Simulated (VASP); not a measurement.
Here is a VASP 6.6.1 calculation.

INCAR

```
ALGO = Normal
EDIFF = 1E-7
ENCUT = 520
GGA = CA
ISIF = 2
ISMEAR = 0
LASPH = T
LCHARG = F
LREAL = F
LWAVE = F
NBANDS = 22
NELM = 80
PREC = Accurate
SIGMA = 0.15
```

File KPOINTS:

```
k-points
0
Gamma
  10 10 10
```

File POSCAR:

```
GaSb3
1.0
   -0.0965263301      3.6220011279      3.8874938106
    3.5254747978      0.0000000000      3.7909674805
    3.6220011279      3.6220011279     -0.0965263301
Ga Sb
1 3
Direct
    0.0000000000      0.0000000000      0.0000000000
    0.2500000000      0.2500000000      0.2500000000
    0.7500000000      0.7500000000      0.7500000000
    0.5000000000      0.5000000000      0.5000000000
```

Potentials or basis: VASP PAW LDA potentials, release 64 (Ga_d, Sb).

Launch:

```sh
$ cat potpaw_LDA.64/Ga_d/POTCAR potpaw_LDA.64/Sb/POTCAR > POTCAR
$ mpirun -np 1 vasp_std > vasp.out
```

Task: Estimate the largest force.

Result: 0.098 eV/Å.

Task: Predict the pressure.

Result: -3.4 GPa.

Task: What does it give for the band gap on the k mesh?

Result: Zero (bands 14 and 15 overlap by 4.04 eV).

Stress tensor (GPa, compression positive):
```
-2.89  0.00  0.75
 0.00 -3.05  0.00
 0.75  0.00 -4.16
```

Caveat: the cell differs from its parent crystal (engineering shear strain xz -0.0533, normal strain along z +0.0733); the cell stands under tension; spin-orbit coupling is left out, which moves the levels of the heavy elements.
